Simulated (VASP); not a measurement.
Here is a VASP 6.6.1 calculation.

POSCAR

```
KCl
1.0
    0.0000000000      3.5072828304      3.5598920729
    3.5072828304      0.0000000000      3.5598920729
    3.5072828304      3.5072828304      0.0000000000
K Cl
1 1
Direct
    0.0000000000      0.0000000000      0.0000000000
    0.2500000000      0.2500000000      0.2500000000
```

Contents of INCAR.step1:

```
ALGO = Normal ; EDIFF = 1E-4
ENCUT = 520 ; GGA = PE
ISMEAR = 0 ; LASPH = True
LCHARG = False ; LREAL = False
LWAVE = True ; NBANDS = 15
NELM = 60 ; PREC = Accurate
SIGMA = 0.01
```

INCAR.step2

```
ALGO = Normal ; EDIFF = 1E-7
ENCUT = 520 ; ISIF = 2
ISMEAR = 0 ; ISTART = 1
LASPH = True ; LCHARG = False
LMIXTAU = True ; LREAL = False
LWAVE = False ; METAGGA = R2SCAN
NBANDS = 15 ; NELM = 60
PREC = Accurate ; SIGMA = 0.01
```

File KPOINTS:

```
k-points
0
Gamma
  6 6 6
```

Potentials or basis: VASP PAW PBE potentials, release 64 (K_sv, Cl).

Run with:

```sh
$ cat potpaw_PBE.64/K_sv/POTCAR potpaw_PBE.64/Cl/POTCAR > POTCAR
$ cp INCAR.step1 INCAR
$ mpirun -np 1 vasp_std > vasp.out
$ cp INCAR.step2 INCAR
$ mpirun -np 1 vasp_std > vasp.out
```

**Question.** What does it give for the pressure?

**Answer.** -0.2 GPa.

**Question.** Predict the band gap on the k mesh.

**Answer.** 5.32 eV (least direct gap 5.36 eV).

Caveat: the cell differs from its parent crystal (uniaxial z strain +1.5%); the PAW data sets were made with another functional, which shifts forces and pressure a little. A k mesh can miss the band edges.
